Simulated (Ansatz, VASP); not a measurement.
# One calculation of SiC, two programs

```
CELL_PARAMETERS angstrom
0.00000 2.17805 2.17805
2.17805 0.00000 2.17805
2.17805 2.17805 0.00000
ATOMIC_POSITIONS crystal
Si 0.00000 0.00000 0.00000
C 0.25000 0.25000 0.25000
```

Alike in both runs: task single point; functional PBE-based global hybrid; k mesh 4 × 4 × 4; no spin polarisation.

|  | VASP | Ansatz |
| --- | --- | --- |
| version | VASP 6.6.1 | Ansatz 0.2.0 |
| potentials or method | VASP PAW PBE potentials, release 64 (Si, C) | plane waves |
| plane-wave cutoff (eV) | 520 | 420 |
| occupations | gaussian, width 0.01 eV | fixed |
| valence electrons in the cell | 8 | 8 |

VASP gave:

| Quantity | Value |
| --- | --- |
| gap on the k mesh at the Fermi level (eV) | 4.81 |
| pressure (GPa) | -6.4 |

Task: What did Ansatz give for the same quantities?

Result: gap on the k mesh at the Fermi level (eV): 4.70; pressure (GPa): -5.4.

VASP's potentials were made for PBE, not for PBE-based global hybrid. Ansatz's warnings: stress exchange threshold loose, stress scf threshold loose.

The k mesh is coarse, so the values compare programs but aren't converged.
